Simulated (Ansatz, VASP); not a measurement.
Pd: VASP beside Ansatz

```
CELL_PARAMETERS angstrom
0.00000 1.95585 1.95585
1.95585 0.00000 1.95585
1.95585 1.95585 0.00000
ATOMIC_POSITIONS crystal
Pd 0.00000 0.00000 0.00000
```

Alike in both runs: task single point; functional r2SCAN; k mesh 14 × 14 × 14; occupations methfessel-paxton of order 1, width 0.1 eV; no spin polarisation.

```csv
,VASP,Ansatz
version,VASP 6.6.1,Ansatz 0.2.0
potentials or method,"VASP PAW PBE potentials, release 64 (Pd), cutoff 520 eV","plane waves (500 eV) with PAW, scalar-relativistic"
valence electrons in the cell,10,18
```

VASP gave:

```
pressure (GPa) : 0.3
```

What did Ansatz give for the same quantities?

Pressure (GPa): -0.3.

VASP's potentials were made for PBE, not for r2SCAN. With one functional, cell and mesh, what is left measures potentials, basis and numerics. VASP's potentials hold 10 valence electrons a cell and Ansatz's 18, so a difference there can come from the potentials and not from the codes.
